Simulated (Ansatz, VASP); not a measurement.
## K: VASP beside Ansatz

The input POSCAR:

```
K
1.0
    4.6660507479      0.0000000000      0.0000000000
    0.0000000000      4.3104394900      0.0000000000
    0.0000000000      0.0000000000      4.6660507479
K
1
Direct
    0.0000000000      0.0000000000      0.0000000000
```

File INCAR.step1:

```
PREC = Accurate
ENCUT = 520
ISMEAR = 0
SIGMA = 0.15
LREAL = False
LASPH = True
NELM = 100
NBANDS = 10
GGA = PE
ALGO = Normal
EDIFF = 1E-4
LWAVE = True
LCHARG = False
```

File INCAR.step2:

```
PREC = Accurate
ENCUT = 520
EDIFF = 1E-6
ISMEAR = 0
SIGMA = 0.15
LREAL = False
LASPH = True
NELM = 100
ALGO = Normal
ISIF = 2
LWAVE = False
LCHARG = False
METAGGA = R2SCAN
LMIXTAU = True
NBANDS = 10
ISTART = 1
```

File KPOINTS:

```
regular mesh
0
Gamma
  10 10 10
```

Input for Ansatz:

```yaml
crystal:
  lattice:
    - [4.6660507479, 0.0, 0.0]
    - [0.0, 4.31043949, 0.0]
    - [0.0, 0.0, 4.6660507479]
  atoms:
    - { symbol: K, position: [0.0, 0.0, 0.0] }
basis:
  ecutwfc: 500
kpoints:
  mp_grid: { grid: [10, 10, 10] }
hamiltonian:
  xc: r2scan
scf:
  occupations: { method: gaussian, width: 0.15 }
output:
  forces: true
  stress: true
  eigenvalues: true
```

Change from the starting cell: normal strain along x +0.0825, normal strain along z +0.0825.

Alike in both runs: task single point; functional r2SCAN; k mesh 10 × 10 × 10; occupations gaussian, width 0.15 eV; no spin polarisation.

|  | VASP | Ansatz |
| --- | --- | --- |
| version | VASP 6.6.1 | Ansatz 0.2.0 |
| potentials or method | VASP PAW PBE potentials, release 64 (K_sv), cutoff 520 eV | scalar-relativistic, plane waves, PAW |
| valence electrons in the cell | 9 | 9 |

VASP gave:

| Item | Value |
| --- | --- |
| gap on the k mesh at the Fermi level (eV) | none |
| pressure (GPa) | -0.3 |
| traceless stress, the component that is largest in VASP (GPa) | 0.41 |

Problem. What did Ansatz give for the same quantities?

Solution. gap on the k mesh at the Fermi level (eV): none; pressure (GPa): -0.3; traceless stress, the component that is largest in VASP (GPa): 0.40.

VASP's potentials were made for PBE, not for r2SCAN. A gap of «none» marks a metal or a gap that the smearing closes.
